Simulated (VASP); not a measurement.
A run of VASP 6.6.1:

The input INCAR:

```
  PREC = Accurate
  ENCUT = 520
  EDIFF = 1E-6
  ISMEAR = -1
  SIGMA = 0.1
  LREAL = F
  LASPH = T
  NELM = 100
  ALGO = Normal
  ISIF = 2
  LWAVE = F
  LCHARG = F
  GGA = PE
  NBANDS = 28
```

KPOINTS

```
regular mesh
0
Gamma
  10 10 8
```

Contents of POSCAR:

```
Ni
1.0
    1.9070160000      3.2300790000      0.0000000000
    1.9070160000     -3.2300790000      0.0000000000
    0.0000000000      0.0000000000     -3.8148750000
Ni
4
Direct
    0.1549000000      0.8451000000      0.9190000000
    0.3451000000      0.6549000000      0.4190000000
    0.8451000000      0.1549000000      0.0810000000
    0.6549000000      0.3451000000      0.5810000000
```

Potentials or basis: VASP PAW PBE potentials, release 64 (Ni).

Launch:

```bash
$ cat potpaw_PBE.64/Ni/POTCAR > POTCAR
$ mpirun -np 1 vasp_std > vasp.out
```

Hardware: 1 thread of Intel(R) Xeon(R) Platinum 8259CL CPU @ 2.50GHz (Skylake/Cascade Lake), on a shared host.

Estimate the wall time of this run.

It took 2.7 min on 1 thread of Intel(R) Xeon(R) Platinum 8259CL CPU @ 2.50GHz (Skylake/Cascade Lake), on a shared host, peak memory 0.27 GiB. Counts: scf iterations 14, k points 155.
